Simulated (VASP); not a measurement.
# WC in VASP: single point with PBE+D3(BJ)

Aim: the single point of WC with PBE+D3(BJ).

Program: VASP 6.6.1. These are calculated values, not measurements. Logs are shortened: lines on timing, memory, paths and dates and some standing lists are left out, and cuts for length are marked.

## 1. The cell of the first run

The cell holds a slab with vacuum, 32 atoms: a = 5.804 Å, b = 8.110 Å, c = 23.953 Å, α = 90.00°, β = 90.00°, γ = 110.96°.

## 2. Single point, PBE+D3(BJ)

Contents of INCAR:

```
SYSTEM = WC
  PREC = Accurate
  ENCUT = 520
  EDIFF = 1E-6
  ISMEAR = 0
  SIGMA = 0.1
  LREAL = Auto
  LASPH = .TRUE.
  NELM = 120
  ALGO = Normal
  ISIF = 2
  LWAVE = .FALSE.
  LCHARG = .FALSE.
  LDIPOL = .TRUE.
  IDIPOL = 3
  DIPOL = 0.5 0.5 0.458
  GGA = PE
  IVDW = 12
  NBANDS = 166
  GGA_COMPAT = .FALSE.
  NELMDL = -8
  KPAR = 4
```

Contents of KPOINTS:

```
Automatic mesh
0
G
  4 3 1
  0 0 0
```

Contents of POSCAR:

```
WC
1.0
    5.8038113749      0.0000000000      0.0000000000
   -2.9019056875      7.5735822842      0.0000000000
    0.0000000000      0.0000000000     23.9530597246
W C
16 16
Direct
    0.8601095922      0.7202191844      0.3339865592
    0.8601095922      0.2202191844      0.3339865592
    0.3601095922      0.7202191844      0.3339865592
    0.3601095922      0.2202191844      0.3339865592
    0.7202191845      0.4404383689      0.4124697935
    0.7202191844      0.9404383689      0.4124697935
    0.2202191844      0.4404383689      0.4124697935
    0.2202191844      0.9404383689      0.4124697935
    0.5792392775      0.1603142028      0.4913490234
    0.5804794949      0.6605817431      0.4920876759
    0.0814493931      0.1602325549      0.4913294892
    0.0801084178      0.6597717553      0.4909939941
    0.4353375516      0.8761829886      0.5714804067
    0.4385620771      0.3774586384      0.5756144540
    0.9410653754      0.8761908735      0.5714428842
    0.9377814986      0.3750682752      0.5677475209
    0.0034611909      0.0069223818      0.3470670982
    0.0034611909      0.5069223818      0.3470670982
    0.5034611909      0.0069223818      0.3470670982
    0.5034611909      0.5069223818      0.3470670982
    0.8635707832      0.7271415663      0.4255503325
    0.8635707832      0.2271415663      0.4255503325
    0.3635707831      0.7271415663      0.4255503325
    0.3635707831      0.2271415663      0.4255503325
    0.7210043831      0.4451379064      0.5036145202
    0.7227278927      0.9451558282      0.5046548852
    0.2239942205      0.4451675651      0.5035676282
    0.2219989856      0.9437845687      0.5040745545
    0.5932546074      0.1817858104      0.5788371083
    0.5958310927      0.6914393618      0.5807738770
    0.0889460784      0.1817968709      0.5788733481
    0.0800582642      0.6594038313      0.5781580230
```

Potentials or basis: VASP PAW PBE potentials, release 64 (W_sv, C).

Command:

```
> cat potpaw_PBE.64/W_sv/POTCAR potpaw_PBE.64/C/POTCAR > POTCAR
> mpirun -np 4 vasp_std > vasp.out
```

OUTCAR:

```text
SYSTEM = WC
   PREC = Accurate
   ENCUT = 520
   EDIFF = 1E-6
   ISMEAR = 0
   LREAL = Auto
   LASPH = .TRUE.
   NELM = 120
   ISIF = 2
   GGA = PE
   IVDW = 12
   NELMDL = -8
 IVDW          = 12

 ion  position               nearest neighbor table
   1  0.860  0.720  0.334-  17 2.19  20 2.19  18 2.19  21 2.19   5 2.83   3 2.90   3 2.90   8 2.90
                             6 2.90
   2  0.860  0.220  0.334-  18 2.19  19 2.19  17 2.19  22 2.19   6 2.83   4 2.90   4 2.90   7 2.90
                             5 2.90
   3  0.360  0.720  0.334-  19 2.19  18 2.19  20 2.19  23 2.19   7 2.83   1 2.90   1 2.90   6 2.90
                             8 2.90
   4  0.360  0.220  0.334-  20 2.19  17 2.19  19 2.19  24 2.19   8 2.83   2 2.90   2 2.90   5 2.90
                             7 2.90
   5  0.720  0.440  0.412-  25 2.18  21 2.19  22 2.19  24 2.19  18 2.19  20 2.19   1 2.83   9 2.84
                            12 2.90   7 2.90   7 2.90   2 2.90   4 2.90  10 2.92
   6  0.720  0.940  0.412-  22 2.19  23 2.19  21 2.19  19 2.19  17 2.19  26 2.21   2 2.83  10 2.85
                             8 2.90   8 2.90   3 2.90   1 2.90   9 2.91  11 2.91
   7  0.220  0.440  0.412-  27 2.18  22 2.19  23 2.19  24 2.19  18 2.19  20 2.19   3 2.83  11 2.84
                            12 2.90   5 2.90   5 2.90   2 2.90   4 2.90  10 2.92
   8  0.220  0.940  0.412-  21 2.19  24 2.19  23 2.19  17 2.19  19 2.19  28 2.19   4 2.83  12 2.84
                             6 2.90   6 2.90   1 2.90   3 2.90  11 2.90   9 2.90
   9  0.579  0.160  0.491-  29 2.10  25 2.18  24 2.20  22 2.20  28 2.21  26 2.21   5 2.84  16 2.85
[... 17 lines left out ...]
  19  0.503  0.007  0.347-   3 2.19   2 2.19   4 2.19   6 2.19   8 2.19
  20  0.503  0.507  0.347-   4 2.19   1 2.19   3 2.19   7 2.19   5 2.19
  21  0.864  0.727  0.426-   8 2.19   5 2.19   6 2.19   1 2.19  12 2.20  10 2.21
  22  0.864  0.227  0.426-   7 2.19   6 2.19   5 2.19   2 2.19   9 2.20  11 2.21
  23  0.364  0.727  0.426-   7 2.19   6 2.19   8 2.19   3 2.19  12 2.20  10 2.21
  24  0.364  0.227  0.426-   8 2.19   7 2.19   5 2.19   4 2.19  11 2.20   9 2.20
  25  0.721  0.445  0.504-   9 2.18   5 2.18  16 2.19  10 2.19  12 2.21  14 2.31
  26  0.723  0.945  0.505-  10 2.18   6 2.21   9 2.21  11 2.21  15 2.23  13 2.23
  27  0.224  0.445  0.504-  11 2.18   7 2.18  16 2.18  10 2.20  12 2.20  14 2.31
  28  0.222  0.944  0.504-  12 2.17   8 2.19  11 2.21   9 2.21  15 2.22  13 2.22
  29  0.593  0.182  0.579-  16 2.07  14 2.09   9 2.10  13 2.32
  30  0.596  0.691  0.581-  13 2.04  15 2.04  10 2.14  14 2.38
  31  0.089  0.182  0.579-  16 2.07  14 2.08  11 2.10  15 2.32
  32  0.080  0.659  0.578-  12 2.09  16 2.17  13 2.19  15 2.19

  LATTYP: Found a base centered orthorhombic cell.
 ALAT       =     5.8038113749
 B/A-ratio  =     2.6098650680
 C/A-ratio  =     4.1271258105

  Lattice vectors:

 A1 = (   2.9019056875,  -7.5735822842,   0.0000000000)
 A2 = (   2.9019056874,   7.5735822842,   0.0000000000)
 A3 = (   0.0000000000,   0.0000000000,  23.9530597246)

Analysis of symmetry for initial positions (statically):
=====================================================================
 Subroutine PRICEL returns:
 Original cell was already a primitive cell.
[... 210 lines left out ...]
   LORBIT       =      0    0 simple, 1 ext, 2 COOP (PROOUT), +10 PAW based schemes
   GGA     = PE    functional components
   LHFCALC =     F    Hartree Fock is set to
   AEXX    =    0.0000 exact exchange contribution
   IVDW    =    12    specifies the selected vdW correction
   LEPSILON=     F    determine dielectric tensor
   LRPA    =     F    only Hartree local field effects (RPA)
 non-spin polarized calculation
 Gauss-broadening in eV      SIGMA  =   0.10
  energy-cutoff  :      520.00
  volume of cell :     1052.87
 maximum number of plane-waves:     28381
 NGX is ok and might be reduce to    48
   NGX = 21   NGY = 31   NGZ = 89

 dipolmoment           0.000000      0.000000     -1.007911 electrons x Angstroem

 number of electron     288.0000009 magnetization

 dipolmoment           0.000000      0.000000      0.039138 electrons x Angstroem

 Free energy of the ion-electron system (eV)
  ---------------------------------------------------
  ext. energy  EPLUGINS =         0.00000000
  ---------------------------------------------------
  free energy    TOTEN  =      -337.40176529 eV

  energy without entropy =     -337.32536749  energy(sigma->0) =     -337.36356639

 E-fermi :   0.7702     XC(G=0):  -5.2698

 val. band max:        0.7645717367   @ k =   0.0000   0.0000   0.0000
 cond. band min:       0.8124137060   @ k =   0.0000   0.3333   0.0000
 fundamental gap:      0.0478419693
 Fermi energy:         0.7701645300

 k-point     1 :       0.0000    0.0000    0.0000
  band No.  band energies     occupation
      1     -73.6112      2.00000
      2     -73.5709      2.00000
      3     -73.5682      2.00000
      4     -73.5410      2.00000
      5     -73.5406      2.00000
      6     -73.5005      2.00000
[... 1102 lines left out ...]
    155       2.1018      0.00000
    156       2.2334      0.00000
 [bands above 156 left out]

------------------------ aborting loop because EDIFF is reached ----------------------------------------

 vacuum level on the upper side and lower side of the slab       (xc-potential included)         0.024        -0.172

 Edisp (eV)  -10.16441

 E8    (eV) :    -4.8232

  FORCE on cell =-STRESS in cart. coord.  units (eV):
  Direction    XX          YY          ZZ          XY          YZ          ZX
  --------------------------------------------------------------------------------------
  -------------------------------------------------------------------------------------
  Total     -10.16183   -47.04518   -12.10145    -0.49644     2.02631    -0.00592
  in kB     -15.46346   -71.58963   -18.41503    -0.75544     3.08348    -0.00901
  external pressure =      -35.16 kB  Pullay stress =        0.00 kB

 VOLUME and BASIS-vectors are now :
 -----------------------------------------------------------------------------
  energy-cutoff  :      520.00
  volume of cell :     1052.87
      direct lattice vectors                 reciprocal lattice vectors
     5.803811375  0.000000000  0.000000000     0.172300569  0.066018957  0.000000000
    -2.901905688  7.573582284  0.000000000     0.000000000  0.132037913  0.000000000
     0.000000000  0.000000000 23.953059725     0.000000000  0.000000000  0.041748320

 POSITION                                       TOTAL-FORCE (eV/Angst)
 -----------------------------------------------------------------------------------
      2.90191      5.45464      8.00000        -0.054047     -0.222679      1.552036
      4.35286      1.66785      8.00000        -0.005907     -0.226504      1.534961
     -0.00000      5.45464      8.00000         0.062666     -0.201578      1.559257
      1.45095      1.66785      8.00000         0.012769     -0.172818      1.506753
      2.90191      3.33570      9.87991        -0.152454      0.054223     -0.359728
      1.45095      7.12249      9.87991        -0.013576      0.030408     -0.134573
[... 24 lines left out ...]
     -0.01133      1.37685     13.86579         0.471432     -0.093767      1.078065
     -1.44888      4.99405     13.84865        -0.022874      1.556364      1.165138
 -----------------------------------------------------------------------------------
    total drift:                               -0.035269      0.012482     -0.045811

  FREE ENERGIE OF THE ION-ELECTRON SYSTEM (eV)
  ---------------------------------------------------
  free  energy   TOTEN  =      -347.5661735181 eV

  energy  without entropy=     -347.4897757252  energy(sigma->0) =     -347.52797462

 vacuum level on the upper side and lower side of the slab         5.001         4.792
```

Wall time 18 min (4 MPI ranks of Intel Xeon Platinum 8488C (Sapphire Rapids), shared host); peak memory 1.5 GiB.

Results:

| Item | Value |
| --- | --- |
| Free energy | -347.5662 eV |
| Largest force | 2.819 eV/Å |
| Band gap on the k mesh | zero (bands 144 and 145 overlap by 0.70 eV) |
| Dispersion energy per atom | -0.318 eV |

Forces on the atoms (eV/Å):
```
W   -0.054 -0.223  1.552
W   -0.006 -0.227  1.535
W    0.063 -0.202  1.559
W    0.013 -0.173  1.507
W   -0.152  0.054 -0.360
W   -0.014  0.030 -0.135
W    0.122  0.066 -0.367
W   -0.013  0.045 -0.398
W   -0.025 -0.065  0.221
W    0.031  0.076  0.241
W    0.012 -0.049  0.237
W   -0.051  0.004  0.152
W   -0.007 -0.163 -1.320
W    0.058 -0.489 -2.775
W   -0.003 -0.161 -1.364
W   -0.035  0.348 -0.002
C    0.024  0.027 -0.419
C    0.004  0.046 -0.467
C   -0.014  0.022 -0.431
C    0.003  0.023 -0.419
C   -0.128  0.088 -0.825
C   -0.006  0.061 -0.811
C    0.130  0.084 -0.815
C    0.001  0.053 -0.811
C   -0.105  0.036  0.195
C   -0.005  0.025  0.103
C    0.119  0.019  0.210
C    0.009  0.102  0.197
C   -0.465 -0.105  1.052
C    0.045 -0.818  0.712
C    0.471 -0.094  1.078
C   -0.023  1.556  1.165
```

Caveat: spin-orbit coupling is left out, which moves the levels of the heavy elements.

The gap in the log of VASP goes by the Fermi energy; the results here count the filled bands.